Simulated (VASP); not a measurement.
# InSb (F-43m) in VASP: notebook

The runs below take InSb through electric field gradients, with PBE.

Everything below comes from runs of VASP 6.6.1. Logs are shortened: lines on timing, memory, paths and dates and some standing lists are left out, and cuts for length are marked.

**1. The cell of the first run**

It takes space group F-43m (No. 216, cubic). The conventional cell has a = 6.346 Å, b = 6.346 Å, c = 6.346 Å, α = 90.00°, β = 90.00°, γ = 90.00°. Within 3.6 Å of In (site symmetry -43m) lie 4 Sb at 2.75 Å. Sb (site symmetry -43m) has 4 In at 2.75 Å within 3.6 Å.

**2. Electric field gradients, PBE (31.94 Å³/atom)**

INCAR

```
PREC = Accurate
ENCUT = 520
EDIFF = 1E-8
ISMEAR = -1
SIGMA = 0.03
LREAL = False
LASPH = True
NELM = 60
ALGO = Normal
ISIF = 2
LWAVE = False
LCHARG = False
GGA = PE
LEFG = True
NBANDS = 16
```

KPOINTS

```
Automatic mesh
0
Gamma
  10 10 10
```

POSCAR

```
InSb
1.0
    0.0000000000      3.1729773647      3.1729773647
    3.1729773647      0.0000000000      3.1729773647
    3.1729773647      3.1729773647      0.0000000000
In Sb
1 1
Direct
    0.0000000000      0.0000000000      0.0000000000
    0.7500000000      0.7500000000      0.7500000000
```

Potentials or basis: VASP PAW PBE potentials, release 64 (In_d, Sb).

Launch:

```
> cat potpaw_PBE.64/In_d/POTCAR potpaw_PBE.64/Sb/POTCAR > POTCAR
> mpirun -np 1 vasp_std > vasp.out
```

OUTCAR:

```text
PREC = Accurate
   ENCUT = 520
   EDIFF = 1E-8
   ISMEAR = -1
   LREAL = False
   LASPH = True
   NELM = 60
   ISIF = 2
   GGA = PE

 ion  position               nearest neighbor table
   1  0.000  0.000  0.000-   2 2.75   2 2.75   2 2.75   2 2.75
   2  0.750  0.750  0.750-   1 2.75   1 2.75   1 2.75   1 2.75

  LATTYP: Found a face centered cubic cell.
 ALAT       =     6.3459547294

  Lattice vectors:

 A1 = (   0.0000000000,   3.1729773647,   3.1729773647)
 A2 = (   3.1729773647,   0.0000000000,   3.1729773647)
 A3 = (   3.1729773647,   3.1729773647,   0.0000000000)

Analysis of symmetry for initial positions (statically):
=====================================================================
 Subroutine PRICEL returns:
 Original cell was already a primitive cell.

 Routine SETGRP: Setting up the symmetry group for a
 face centered cubic supercell.

 Subroutine GETGRP returns: Found 24 space group operations
 (whereof 24 operations were pure point group operations)
 out of a pool of 48 trial point group operations.

The static configuration has the point symmetry T_d .

Analysis of symmetry for dynamics (positions and initial velocities):
=====================================================================
 Subroutine PRICEL returns:
 Original cell was already a primitive cell.

 Routine SETGRP: Setting up the symmetry group for a
 face centered cubic supercell.

 Subroutine GETGRP returns: Found 24 space group operations
 (whereof 24 operations were pure point group operations)
 out of a pool of 48 trial point group operations.

The dynamic configuration has the point symmetry T_d .

 Subroutine INISYM returns: Found 24 space group operations
 (whereof 24 operations are pure point group operations),
 and found     1 'primitive' translations

----------------------------------------------------------------------------------------

                                     Primitive cell

  volume of cell :      63.8897

  direct lattice vectors                    reciprocal lattice vectors
     0.000000000  3.172977365  3.172977365    -0.157580702  0.157580702  0.157580702
     3.172977365  0.000000000  3.172977365     0.157580702 -0.157580702  0.157580702
     3.172977365  3.172977365  0.000000000     0.157580702  0.157580702 -0.157580702

  length of vectors
     4.487267622  4.487267622  4.487267622     0.272937782  0.272937782  0.272937782

  position of ions in fractional coordinates (direct lattice)
     0.000000000  0.000000000  0.000000000
     0.750000000  0.750000000  0.750000000

  ion indices of the primitive-cell ions
   primitive index   ion index
                 1           1
                 2           2

----------------------------------------------------------------------------------------

 KPOINTS: Automatic mesh

Automatic generation of k-mesh.
 Grid dimensions read from file:
 generate k-points for:   10   10   10

 Generating k-lattice:

  Cartesian coordinates                     Fractional coordinates (reciprocal lattice)
    -0.015758070  0.015758070  0.015758070     0.100000000  0.000000000  0.000000000
     0.015758070 -0.015758070  0.015758070     0.000000000  0.100000000  0.000000000
     0.015758070  0.015758070 -0.015758070     0.000000000  0.000000000  0.100000000

  Length of vectors
     0.027293778  0.027293778  0.027293778

  Shift w.r.t. Gamma in fractional coordinates (k-lattice)
     0.000000000  0.000000000  0.000000000

 Subroutine IBZKPT returns following result:
 ===========================================

 Found     47 irreducible k-points:

 Following reciprocal coordinates:
            Coordinates               Weight
  0.000000  0.000000  0.000000      1.000000
  0.100000  0.000000  0.000000      8.000000
  0.200000  0.000000  0.000000      8.000000
  0.300000  0.000000  0.000000      8.000000
  0.400000  0.000000  0.000000      8.000000
  0.500000  0.000000  0.000000      4.000000
[... 16 lines left out ...]
  0.300000  0.300000  0.000000      6.000000
  0.400000  0.300000  0.000000     24.000000
 [... further k-points ...]
   k-points           NKPTS =     47   k-points in BZ     NKDIM =     47   number of bands    NBANDS=     16
   number of dos      NEDOS =    301   number of ions     NIONS =      2
   total plane-waves  NPLWV =  46656
   dimension x,y,z NGX =    36 NGY =   36 NGZ =   36
   dimension x,y,z NGXF=    72 NGYF=   72 NGZF=   72
   ions per type =               1   1
   NGX,Y,Z   is equivalent  to a cutoff of  13.34, 13.34, 13.34 a.u.
   NGXF,Y,Z  is equivalent  to a cutoff of  26.67, 26.67, 26.67 a.u.
 SYSTEM =  unknown system
   PREC   = accura    normal or accurate (medium, high low for compatibility)
   ISTART =      0    job   : 0-new  1-cont  2-samecut
   ICHARG =      2    charge: 1-file 2-atom 10-const
   ISPIN  =      1    spin polarized calculation?
   LNONCOLLINEAR =      F non collinear calculations
   LSORBIT =      F    spin-orbit coupling
   LASPH  =      T    aspherical Exc in radial PAW
   ENCUT  =  520.0 eV  38.22 Ry    6.18 a.u.   8.34  8.34  8.34*2*pi/ulx,y,z
   NELM   =     60;   NELMIN=  2; NELMDL= -5     # of ELM steps
   EDIFF  = 0.1E-07   stopping-criterion for ELM
   LREAL  =      F    real-space projection
   EDIFFG = 0.1E-06   stopping-criterion for IOM
   NSW    =      0    number of steps for IOM
   IBRION =     -1    ionic relax: 0-MD 1-quasi-New 2-CG
   NFREE  =      0    steps in history (QN), initial steepest desc. (CG)
   ISIF   =      2    stress and relaxation
   ISYM   =      2    0-nonsym 1-usesym 2-fastsym
   POTIM  = 0.5000    time-step for ionic-motion
   TEBEG  =    0.0;   TEEND  =   0.0 temperature during run
   PSTRESS=    0.0 pullay stress
   NELECT =      18.0000    total number of electrons
   NUPDOWN=      -1.0000    fix difference up-down
   EMIN   =  10.00;   EMAX   =-10.00  energy-range for DOS
   EFERMI =   0.00;   METHOD = LEGACY
   ISMEAR =    -1;   SIGMA  =   0.03  broadening in eV -4-tet -1-fermi 0-gaus
   EFERMI_NEDOS =   21; number of points for ismear=-14 and -15
   IALGO  =     38    algorithm
   IMIX   =      4    mixing-type and parameters
     AMIX     =   0.40;   BMIX     =  1.00
     AMIX_MAG =   1.60;   BMIX_MAG =  1.00
  volume/ion in A,a.u.               =      31.94       215.57
  Fermi-wavevector in a.u.,A,eV,Ry     =   1.073220  2.028091 15.671202  1.151801
  Thomas-Fermi vector in A             =   2.209013
   LORBIT       =      0    0 simple, 1 ext, 2 COOP (PROOUT), +10 PAW based schemes
   GGA     = PE    functional components
   LHFCALC =     F    Hartree Fock is set to
   AEXX    =    0.0000 exact exchange contribution
   IVDW    =     0    specifies the selected vdW correction
   LEPSILON=     F    determine dielectric tensor
   LRPA    =     F    only Hartree local field effects (RPA)
 non-spin polarized calculation
  energy-cutoff  :      520.00
  volume of cell :       63.89
 maximum number of plane-waves:      1759
 NGX is ok and might be reduce to    36
   NGX = 17   NGY = 17   NGZ = 17

 number of electron      18.0000005 magnetization

 Free energy of the ion-electron system (eV)
  ---------------------------------------------------
  ext. energy  EPLUGINS =         0.00000000
  ---------------------------------------------------
  free energy    TOTEN  =        -6.78199304 eV

  energy without entropy =       -6.78194930  energy(sigma->0) =       -6.78197117

 E-fermi :   5.8972     XC(G=0):  -8.9556

 val. band max:        5.7917501929   @ k =   0.0000   0.0000   0.0000
 cond. band min:       5.9666568897   @ k =   0.0000   0.0000   0.0000
 fundamental gap:      0.1749066968
 Fermi energy:         5.8972435952

 k-point     1 :       0.0000    0.0000    0.0000
  band No.  band energies     occupation
      1      -8.9666      2.00000
      2      -8.9666      2.00000
      3      -8.9666      2.00000
      4      -8.8624      2.00000
      5      -8.8624      2.00000
      6      -5.3431      2.00000
[... 8 lines left out ...]
     15      14.1960      0.00000
     16      14.1960      0.00000
[... 419 lines left out ...]
 k-point    24 :       0.4000    0.3000    0.0000
  band No.  band energies     occupation
      1      -9.0471      2.00000
      2      -8.9250      2.00000
      3      -8.9238      2.00000
      4      -8.8804      2.00000
      5      -8.8544      2.00000
      6      -3.8290      2.00000
[... 8 lines left out ...]
     15      15.5646      0.00000
     16      16.1636      0.00000

 [... further k-points ...]

------------------------ aborting loop because EDIFF is reached ----------------------------------------

  FORCE on cell =-STRESS in cart. coord.  units (eV):
  Direction    XX          YY          ZZ          XY          YZ          ZX
  --------------------------------------------------------------------------------------
  -------------------------------------------------------------------------------------
  Total        2.6926636      2.6926636      2.6926636      0.0000000     -0.0000000     -0.0000000
  in kB       67.5245614     67.5245614     67.5245614      0.0000000     -0.0000000     -0.0000000
  external PRESSURE =      67.5245614 kB  Pullay stress =       0.0000000 kB

 VOLUME and BASIS-vectors are now :
 -----------------------------------------------------------------------------
  energy-cutoff  :      520.00
  volume of cell :       63.89
      direct lattice vectors                 reciprocal lattice vectors
     0.000000000  3.172977365  3.172977365    -0.157580702  0.157580702  0.157580702
     3.172977365  0.000000000  3.172977365     0.157580702 -0.157580702  0.157580702
     3.172977365  3.172977365  0.000000000     0.157580702  0.157580702 -0.157580702

 POSITION                                       TOTAL-FORCE (eV/Angst)
 -----------------------------------------------------------------------------------
      0.00000      0.00000      0.00000        -0.000000      0.000000     -0.000000
      4.75947      4.75947      4.75947         0.000000     -0.000000      0.000000
 -----------------------------------------------------------------------------------
    total drift:                                0.000000      0.000000      0.000000

  FREE ENERGIE OF THE ION-ELECTRON SYSTEM (eV)
  ---------------------------------------------------
  free  energy   TOTEN  =        -6.7819930413 eV

  energy  without entropy=       -6.7819493034  energy(sigma->0) =       -6.78197117

 Electric field gradients (V/A^2)
---------------------------------------------------------------------
 ion       V_xx      V_yy      V_zz      V_xy      V_xz      V_yz
---------------------------------------------------------------------
   1      -0.000    -0.000     0.000    -0.001    -0.001    -0.001
   2       0.000    -0.000     0.000    -0.000    -0.000    -0.000
---------------------------------------------------------------------

 Electric field gradients after diagonalization (V/A^2)
 (convention: |V_zz| > |V_xx| > |V_yy|)
----------------------------------------------------------------------
 ion       V_xx      V_yy      V_zz     asymmetry (V_yy - V_xx)/ V_zz
----------------------------------------------------------------------
   1       0.001     0.001    -0.002       0.000
   2       0.000     0.000    -0.000       0.000
----------------------------------------------------------------------

           NMR quadrupolar parameters

 Cq : quadrupolar parameter    Cq=e*Q*V_zz/h
 eta: asymmetry parameters     (V_yy - V_xx)/ V_zz
 Q  : nuclear electric quadrupole moment in mb (millibarn)
----------------------------------------------------------------------
 ion       Cq(MHz)       eta       Q (mb)
----------------------------------------------------------------------
   1      -0.000       0.000       1.000
   2      -0.000       0.000       1.000
----------------------------------------------------------------------
```

Wall time 59 s (1 thread of Intel Xeon 8259CL, shared host); peak memory 0.23 GiB.

What came out:

```
Free energy                             : -6.7820 eV
Pressure                                : 6.8 GPa
Band gap on the k mesh                  : 0.17 eV
Largest electric field gradient by atom : zero within the noise of the run
```

Caveat: the cell stands under pressure; spin-orbit coupling is left out, which moves the levels of the heavy elements.

**3. Electric field gradients, PBE (31.94 Å³/atom)**

INCAR

```
SYSTEM = InSb
  ALGO = Normal
  EDIFF = 1E-8
  ENCUT = 520
  GGA = PE
  ISIF = 2
  ISMEAR = -1
  LASPH = .TRUE.
  LCHARG = .FALSE.
  LEFG = .TRUE.
  LREAL = .FALSE.
  LWAVE = .FALSE.
  NBANDS = 16
  NELM = 100
  PREC = Accurate
  SIGMA = 0.03
```

KPOINTS

```
k-points
0
G
  10 10 10
  0 0 0
```

POSCAR is that of step 2.

Potentials or basis: VASP PAW PBE potentials, release 64 (In_d, Sb).

Launch:

```
> cat potpaw_PBE.64/In_d/POTCAR potpaw_PBE.64/Sb/POTCAR > POTCAR
> mpirun -np 1 vasp_std > vasp.out
```

OUTCAR:

```text
SYSTEM = InSb
   EDIFF = 1E-8
   ENCUT = 520
   GGA = PE
   ISIF = 2
   ISMEAR = -1
   LASPH = .TRUE.
   LREAL = .FALSE.
   NELM = 100
   PREC = Accurate

 ion  position               nearest neighbor table
   1  0.000  0.000  0.000-   2 2.75   2 2.75   2 2.75   2 2.75
   2  0.750  0.750  0.750-   1 2.75   1 2.75   1 2.75   1 2.75

  LATTYP: Found a face centered cubic cell.
 ALAT       =     6.3459547294

  Lattice vectors:

 A1 = (   0.0000000000,   3.1729773647,   3.1729773647)
 A2 = (   3.1729773647,   0.0000000000,   3.1729773647)
 A3 = (   3.1729773647,   3.1729773647,   0.0000000000)

Analysis of symmetry for initial positions (statically):
=====================================================================
 Subroutine PRICEL returns:
 Original cell was already a primitive cell.

 Routine SETGRP: Setting up the symmetry group for a
 face centered cubic supercell.

 Subroutine GETGRP returns: Found 24 space group operations
 (whereof 24 operations were pure point group operations)
 out of a pool of 48 trial point group operations.

The static configuration has the point symmetry T_d .

Analysis of symmetry for dynamics (positions and initial velocities):
=====================================================================
 Subroutine PRICEL returns:
 Original cell was already a primitive cell.

 Routine SETGRP: Setting up the symmetry group for a
 face centered cubic supercell.

 Subroutine GETGRP returns: Found 24 space group operations
 (whereof 24 operations were pure point group operations)
 out of a pool of 48 trial point group operations.

The dynamic configuration has the point symmetry T_d .

[... 158 lines left out ...]
      4      -8.8624      2.00000
      5      -8.8624      2.00000
      6      -5.3431      2.00000
[... 433 lines left out ...]
      3      -8.9238      2.00000
      4      -8.8804      2.00000
      5      -8.8544      2.00000
      6      -3.8290      2.00000
[... 8 lines left out ...]
     15      15.5646      0.00000
     16      16.1636      0.00000

 [... further k-points ...]

------------------------ aborting loop because EDIFF is reached ----------------------------------------

  FORCE on cell =-STRESS in cart. coord.  units (eV):
  Direction    XX          YY          ZZ          XY          YZ          ZX
  --------------------------------------------------------------------------------------
  -------------------------------------------------------------------------------------
  Total        2.6926636      2.6926636      2.6926636      0.0000000     -0.0000000     -0.0000000
  in kB       67.5245614     67.5245614     67.5245614      0.0000000     -0.0000000     -0.0000000
  external PRESSURE =      67.5245614 kB  Pullay stress =       0.0000000 kB

 VOLUME and BASIS-vectors are now :
 -----------------------------------------------------------------------------
  energy-cutoff  :      520.00
  volume of cell :       63.89
      direct lattice vectors                 reciprocal lattice vectors
     0.000000000  3.172977365  3.172977365    -0.157580702  0.157580702  0.157580702
     3.172977365  0.000000000  3.172977365     0.157580702 -0.157580702  0.157580702
     3.172977365  3.172977365  0.000000000     0.157580702  0.157580702 -0.157580702

 POSITION                                       TOTAL-FORCE (eV/Angst)
 -----------------------------------------------------------------------------------
      0.00000      0.00000      0.00000        -0.000000      0.000000     -0.000000
      4.75947      4.75947      4.75947         0.000000     -0.000000      0.000000
 -----------------------------------------------------------------------------------
    total drift:                                0.000000      0.000000      0.000000

  FREE ENERGIE OF THE ION-ELECTRON SYSTEM (eV)
  ---------------------------------------------------
  free  energy   TOTEN  =        -6.7819930413 eV

  energy  without entropy=       -6.7819493034  energy(sigma->0) =       -6.78197117

 Electric field gradients (V/A^2)
---------------------------------------------------------------------
 ion       V_xx      V_yy      V_zz      V_xy      V_xz      V_yz
---------------------------------------------------------------------
   1      -0.000    -0.000     0.000    -0.001    -0.001    -0.001
   2       0.000    -0.000     0.000    -0.000    -0.000    -0.000
---------------------------------------------------------------------

 Electric field gradients after diagonalization (V/A^2)
 (convention: |V_zz| > |V_xx| > |V_yy|)
----------------------------------------------------------------------
 ion       V_xx      V_yy      V_zz     asymmetry (V_yy - V_xx)/ V_zz
----------------------------------------------------------------------
   1       0.001     0.001    -0.002       0.000
   2       0.000     0.000    -0.000       0.000
----------------------------------------------------------------------

           NMR quadrupolar parameters

 Cq : quadrupolar parameter    Cq=e*Q*V_zz/h
 eta: asymmetry parameters     (V_yy - V_xx)/ V_zz
 Q  : nuclear electric quadrupole moment in mb (millibarn)
----------------------------------------------------------------------
 ion       Cq(MHz)       eta       Q (mb)
----------------------------------------------------------------------
   1      -0.000       0.000       1.000
   2      -0.000       0.000       1.000
----------------------------------------------------------------------
```

Run time: 61 s. Hardware: 1 thread of Intel Xeon 8259CL, shared host; peak memory 0.23 GiB.

What came out:

```
Free energy                             : -6.7820 eV
Pressure                                : 6.8 GPa
Band gap on the k mesh                  : 0.17 eV
Largest electric field gradient by atom : zero within the noise of the run
```

Levels at points of the mesh, in eV from the valence-band top:
| k point | band 6 | band 7 | band 8 | band 9 | band 10 | band 11 | band 12 | band 13 |
| --- | --- | --- | --- | --- | --- | --- | --- | --- |
| (0.00, 0.00, 0.00) | -11.13 | 0.00 | 0.00 | 0.00 | 0.17 | 2.94 | 2.94 | 2.94 |
| (0.50, 0.00, 0.00) | -9.60 | -5.93 | -1.11 | -1.11 | 0.65 | 3.81 | 3.81 | 6.04 |
| (0.50, 0.50, 0.00) | -8.91 | -6.20 | -2.48 | -2.48 | 1.23 | 1.28 | 8.53 | 8.53 |

Caveat: the cell stands under pressure; spin-orbit coupling is left out, which moves the levels of the heavy elements.

(Part 1 of 3 ends here.)
